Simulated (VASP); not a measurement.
# B2W (P6/mmm) in VASP: a series of runs, part 2 of 3

VASP 6.6.1. Earlier steps stand in the parts before.

### 3 Electric field gradients, LDA (7.71 Å³/atom)

INCAR

```
SYSTEM = B2W
  PREC = Accurate
  ENCUT = 520
  EDIFF = 1E-8
  ISMEAR = -1
  SIGMA = 0.05
  LREAL = .FALSE.
  LASPH = .TRUE.
  NELM = 60
  ALGO = Normal
  ISIF = 2
  LWAVE = .FALSE.
  LCHARG = .FALSE.
  GGA = CA
  LEFG = .TRUE.
  NBANDS = 17
```

KPOINTS

```
Automatic mesh
0
G
  14 14 12
  0 0 0
```

POSCAR

```
B2W
1.0
    2.9791855871      0.0000000000      0.0000000000
   -1.4895927936      2.5800504010      0.0000000000
    0.0000000000      0.0000000000      3.0087787307
B W
2 1
Direct
    0.3333333333      0.6666666667      0.5000000000
    0.6666666667      0.3333333333      0.5000000000
    0.0000000000      0.0000000000      0.0000000000
```

Potentials or basis: VASP PAW LDA potentials, release 64 (B, W_sv).

Command:

```console
$ cat potpaw_LDA.64/B/POTCAR potpaw_LDA.64/W_sv/POTCAR > POTCAR
$ mpirun -np 1 vasp_std > vasp.out
```

OUTCAR:

```text
SYSTEM = B2W
   PREC = Accurate
   ENCUT = 520
   EDIFF = 1E-8
   ISMEAR = -1
   LREAL = .FALSE.
   LASPH = .TRUE.
   NELM = 60
   ISIF = 2
   GGA = CA

 ion  position               nearest neighbor table
   1  0.333  0.667  0.500-   2 1.72   2 1.72   2 1.72   3 2.29   3 2.29   3 2.29   3 2.29   3 2.29
                             3 2.29
   2  0.667  0.333  0.500-   1 1.72   1 1.72   1 1.72   3 2.29   3 2.29   3 2.29   3 2.29   3 2.29
                             3 2.29
   3  0.000  0.000  0.000-   1 2.29   2 2.29   1 2.29   2 2.29   2 2.29   2 2.29   1 2.29   1 2.29
                             2 2.29   2 2.29   1 2.29   1 2.29

  LATTYP: Found a hexagonal cell.
 ALAT       =     2.9791855871
 C/A-ratio  =     1.0099332998

  Lattice vectors:

 A1 = (   2.9791855871,   0.0000000000,   0.0000000000)
 A2 = (  -1.4895927936,   2.5800504010,   0.0000000000)
 A3 = (   0.0000000000,   0.0000000000,   3.0087787307)

[... 682 lines left out ...]
     0.000000000  0.000000000  3.008778731     0.000000000  0.000000000  0.332360765

 POSITION                                       TOTAL-FORCE (eV/Angst)
 -----------------------------------------------------------------------------------
     -0.00000      1.72003      1.50439        -0.000000      0.000000      0.000000
      1.48959      0.86002      1.50439         0.000000     -0.000000      0.000000
      0.00000      0.00000      0.00000        -0.000000      0.000000      0.000000
 -----------------------------------------------------------------------------------
    total drift:                               -0.000000      0.000000      0.000000

  FREE ENERGIE OF THE ION-ELECTRON SYSTEM (eV)
  ---------------------------------------------------
  free  energy   TOTEN  =       -29.0619342967 eV

  energy  without entropy=      -29.0512562809  energy(sigma->0) =      -29.05659529

 Electric field gradients (V/A^2)
---------------------------------------------------------------------
 ion       V_xx      V_yy      V_zz      V_xy      V_xz      V_yz
---------------------------------------------------------------------
   1      -1.035    -1.035     2.069    -0.000     0.000    -0.000
   2      -1.035    -1.035     2.069    -0.000     0.000    -0.000
   3      -7.454    -7.454    14.908     0.000    -0.000     0.000
---------------------------------------------------------------------

 Electric field gradients after diagonalization (V/A^2)
 (convention: |V_zz| > |V_xx| > |V_yy|)
----------------------------------------------------------------------
 ion       V_xx      V_yy      V_zz     asymmetry (V_yy - V_xx)/ V_zz
----------------------------------------------------------------------
   1      -1.035    -1.035     2.069       0.000
   2      -1.035    -1.035     2.069       0.000
   3      -7.454    -7.454    14.908       0.000
----------------------------------------------------------------------

           NMR quadrupolar parameters

 Cq : quadrupolar parameter    Cq=e*Q*V_zz/h
 eta: asymmetry parameters     (V_yy - V_xx)/ V_zz
 Q  : nuclear electric quadrupole moment in mb (millibarn)
----------------------------------------------------------------------
 ion       Cq(MHz)       eta       Q (mb)
----------------------------------------------------------------------
   1       0.005       0.000       1.000
   2       0.005       0.000       1.000
   3       0.036       0.000       1.000
----------------------------------------------------------------------
```

OSZICAR:

```text
N       E                     dE             d eps       ncg     rms          rms(c)
DAV:   1     0.118392509434E+03    0.11839E+03   -0.10389E+04  5728   0.129E+03
DAV:   2    -0.290511012461E+02   -0.14744E+03   -0.14369E+03  6582   0.348E+02
DAV:   3    -0.327878953277E+02   -0.37368E+01   -0.36906E+01  6769   0.518E+01
DAV:   4    -0.328074962307E+02   -0.19601E-01   -0.19575E-01  6913   0.389E+00
DAV:   5    -0.328075901158E+02   -0.93885E-04   -0.93882E-04  6861   0.279E-01    0.400E+01
DAV:   6    -0.291197673094E+02    0.36878E+01   -0.13288E+01  6498   0.272E+01    0.115E+01
DAV:   7    -0.290827287459E+02    0.37039E-01   -0.29006E-01  6112   0.448E+00    0.693E+00
DAV:   8    -0.290629556086E+02    0.19773E-01   -0.16778E-02  6951   0.150E+00    0.647E-01
DAV:   9    -0.290619586387E+02    0.99697E-03   -0.16644E-03  6492   0.440E-01    0.130E-01
DAV:  10    -0.290619337762E+02    0.24862E-04   -0.95355E-05  6718   0.793E-02    0.128E-02
DAV:  11    -0.290619340474E+02   -0.27124E-06   -0.23402E-06  6389   0.146E-02    0.580E-03
DAV:  12    -0.290619343050E+02   -0.25755E-06   -0.46859E-07  6739   0.544E-03    0.243E-03
DAV:  13    -0.290619342967E+02    0.83014E-08   -0.21137E-08  6005   0.103E-03
   1 F= -.29061934E+02 E0= -.29056595E+02  d E =-.106780E-01
```

stdout:

```text
POSCAR found type information on POSCAR B W
 POSCAR found :  2 types and       3 ions
 scaLAPACK will be used
 LDA part: xc-table for (Slater(with rela. corr.)+CA(PZ))
 , standard interpolation
 POSCAR, INCAR and KPOINTS ok, starting setup
 FFT: planning ... GRIDC
 FFT: planning ... GRID_SOFT
 FFT: planning ... GRID
 WAVECAR not read
 entering main loop
ion   1

ion   2

ion   3
```

Wall time 51 s (1 thread of Intel Xeon 8259CL, shared host); peak memory 0.18 GiB.

What came out:

- Free energy: -29.0619 eV
- Pressure: 44.4 GPa
- Band gap on the k mesh: zero (bands 10 and 11 overlap by 5.05 eV)
- Largest electric field gradient by atom: B +2.1; W +14.9 V/Å²

Stress tensor (GPa, compression positive):
```
38.54  0.00  0.00
 0.00 38.54  0.00
 0.00  0.00 56.17
```

Electric field gradients, principal values (V/Å²):
```
atom   least  middle  greatest (by size)
 1 B  -1.035  -1.035               2.069
 2 B  -1.035  -1.035               2.069
 3 W  -7.454  -7.454              14.908
```

Caveat: the cell stands under pressure; without QUAD_EFG the Cq values of the log hold for a quadrupole moment of 1 mb, not for the nuclei; spin-orbit coupling is left out, which moves the levels of the heavy elements.

### 4 Electric field gradients, LDA (7.95 Å³/atom)

This run uses another cell than the first one, of 7.95 Å³/atom.

INCAR

```
PREC = Accurate
ENCUT = 520
EDIFF = 1E-8
ISMEAR = -1
SIGMA = 0.05
LREAL = F
LASPH = T
NELM = 100
ALGO = Normal
ISIF = 2
LWAVE = F
LCHARG = F
LEFG = T
NBANDS = 17
```

KPOINTS

```
regular mesh
0
Gamma
  14 14 12
```

POSCAR

```
B2W
1.0
    3.0099010059      0.0000000000      0.0000000000
   -1.5049505030      2.6066507339      0.0000000000
    0.0000000000      0.0000000000      3.0397992549
B W
2 1
Direct
    0.3333333333      0.6666666667      0.5000000000
    0.6666666667      0.3333333333      0.5000000000
    0.0000000000      0.0000000000      0.0000000000
```

Potentials or basis: VASP PAW LDA potentials, release 64 (B, W_sv).

Command:

```console
$ cat potpaw_LDA.64/B/POTCAR potpaw_LDA.64/W_sv/POTCAR > POTCAR
$ mpirun -np 1 vasp_std > vasp.out
```

OUTCAR:

```text
PREC = Accurate
   ENCUT = 520
   EDIFF = 1E-8
   ISMEAR = -1
   LREAL = F
   LASPH = T
   NELM = 100
   ISIF = 2

 ion  position               nearest neighbor table
   1  0.333  0.667  0.500-   2 1.74   2 1.74   2 1.74   3 2.31   3 2.31   3 2.31   3 2.31   3 2.31
                             3 2.31
   2  0.667  0.333  0.500-   1 1.74   1 1.74   1 1.74   3 2.31   3 2.31   3 2.31   3 2.31   3 2.31
                             3 2.31
   3  0.000  0.000  0.000-   1 2.31   2 2.31   1 2.31   2 2.31   1 2.31   1 2.31   2 2.31   2 2.31
                             2 2.31   2 2.31   1 2.31   1 2.31

  LATTYP: Found a hexagonal cell.
 ALAT       =     3.0099010059
 C/A-ratio  =     1.0099332998

  Lattice vectors:

 A1 = (   3.0099010059,   0.0000000000,   0.0000000000)
 A2 = (  -1.5049505030,   2.6066507339,   0.0000000000)
 A3 = (   0.0000000000,   0.0000000000,   3.0397992549)

Analysis of symmetry for initial positions (statically):
=====================================================================
 Subroutine PRICEL returns:
[... 681 lines left out ...]
 POSITION                                       TOTAL-FORCE (eV/Angst)
 -----------------------------------------------------------------------------------
     -0.00000      1.73777      1.51990         0.000000     -0.000000      0.000000
      1.50495      0.86888      1.51990        -0.000000      0.000000     -0.000000
      0.00000      0.00000      0.00000         0.000000     -0.000000      0.000000
 -----------------------------------------------------------------------------------
    total drift:                               -0.000000      0.000000      0.000000

  FREE ENERGIE OF THE ION-ELECTRON SYSTEM (eV)
  ---------------------------------------------------
  free  energy   TOTEN  =       -29.2273105359 eV

  energy  without entropy=      -29.2162021663  energy(sigma->0) =      -29.22175635

 Electric field gradients (V/A^2)
---------------------------------------------------------------------
 ion       V_xx      V_yy      V_zz      V_xy      V_xz      V_yz
---------------------------------------------------------------------
   1      -1.028    -1.028     2.056    -0.000     0.000    -0.000
   2      -1.028    -1.028     2.056    -0.000     0.000     0.000
   3      -7.699    -7.699    15.398     0.000    -0.000    -0.000
---------------------------------------------------------------------

 Electric field gradients after diagonalization (V/A^2)
 (convention: |V_zz| > |V_xx| > |V_yy|)
----------------------------------------------------------------------
 ion       V_xx      V_yy      V_zz     asymmetry (V_yy - V_xx)/ V_zz
----------------------------------------------------------------------
   1      -1.028    -1.028     2.056       0.000
   2      -1.028    -1.028     2.056       0.000
   3      -7.699    -7.699    15.398       0.000
----------------------------------------------------------------------

           NMR quadrupolar parameters

 Cq : quadrupolar parameter    Cq=e*Q*V_zz/h
 eta: asymmetry parameters     (V_yy - V_xx)/ V_zz
 Q  : nuclear electric quadrupole moment in mb (millibarn)
----------------------------------------------------------------------
 ion       Cq(MHz)       eta       Q (mb)
----------------------------------------------------------------------
   1       0.005       0.000       1.000
   2       0.005       0.000       1.000
   3       0.037       0.000       1.000
----------------------------------------------------------------------
```

OSZICAR:

```text
N       E                     dE             d eps       ncg     rms          rms(c)
DAV:   1     0.118769215961E+03    0.11877E+03   -0.10429E+04  5712   0.128E+03
DAV:   2    -0.290969063102E+02   -0.14787E+03   -0.14408E+03  6536   0.348E+02
DAV:   3    -0.328682229150E+02   -0.37713E+01   -0.37212E+01  6845   0.515E+01
DAV:   4    -0.328888768714E+02   -0.20654E-01   -0.20533E-01  6819   0.393E+00
DAV:   5    -0.328889843330E+02   -0.10746E-03   -0.10746E-03  6839   0.292E-01    0.376E+01
DAV:   6    -0.292798246142E+02    0.36092E+01   -0.13687E+01  6494   0.269E+01    0.105E+01
DAV:   7    -0.292472436967E+02    0.32581E-01   -0.29642E-01  6039   0.461E+00    0.660E+00
DAV:   8    -0.292280253506E+02    0.19218E-01   -0.14688E-02  7025   0.134E+00    0.496E-01
DAV:   9    -0.292273300815E+02    0.69527E-03   -0.11315E-03  6470   0.348E-01    0.948E-02
DAV:  10    -0.292273099428E+02    0.20139E-04   -0.77069E-05  6807   0.724E-02    0.111E-02
DAV:  11    -0.292273103775E+02   -0.43473E-06   -0.22302E-06  6282   0.141E-02    0.578E-03
DAV:  12    -0.292273105459E+02   -0.16839E-06   -0.56004E-07  6813   0.557E-03    0.205E-03
DAV:  13    -0.292273105359E+02    0.99521E-08   -0.32762E-08  6305   0.123E-03
   1 F= -.29227311E+02 E0= -.29221756E+02  d E =-.111084E-01
```

stdout:

```text
POSCAR found type information on POSCAR B W
 POSCAR found :  2 types and       3 ions
 scaLAPACK will be used
 LDA part: xc-table for (Slater(with rela. corr.)+CA(PZ))
 , standard interpolation
 POSCAR, INCAR and KPOINTS ok, starting setup
 FFT: planning ... GRIDC
 FFT: planning ... GRID_SOFT
 FFT: planning ... GRID
 WAVECAR not read
 entering main loop
ion   1

ion   2

ion   3
```

Run time: 57 s. Hardware: 1 thread of Intel Xeon 8259CL, shared host; peak memory 0.18 GiB.

What came out:

```yaml
Free_energy: -29.2273 eV
Pressure: 29.0 GPa
Band_gap_on_the_k_mesh: zero (bands 10 and 11 overlap by 4.83 eV)
Largest_electric_field_gradient_by_atom: B +2.1; W +15.4 V/Å²
```

Levels at points of the mesh, in eV from the Fermi level:
```
           k point  band 7  band 8  band 9  band 10  band 11  band 12  band 13  band 14
(0.00, 0.00, 0.00)   -6.35   -6.27   -3.73     0.37     0.37     3.36     3.36     3.51
(0.50, 0.00, 0.00)   -6.50   -6.47   -5.54    -0.66     1.43     1.48     2.32     5.83
(0.00, 0.00, 0.50)   -3.76   -3.76   -3.02    -3.02    -2.75    -2.75     0.77     3.28
(0.50, 0.00, 0.50)   -8.25   -8.10   -5.02     2.08     2.13     3.37     5.28     5.48
```

Electric field gradients, principal values (V/Å²):
| atom | least | middle | greatest (by size) |
| --- | --- | --- | --- |
| 1 B | -1.028 | -1.028 | 2.056 |
| 2 B | -1.028 | -1.028 | 2.056 |
| 3 W | -7.699 | -7.699 | 15.398 |

Caveat: the cell stands under pressure; without QUAD_EFG the Cq values of the log hold for a quadrupole moment of 1 mb, not for the nuclei; spin-orbit coupling is left out, which moves the levels of the heavy elements.

[end of part 2 of 3]
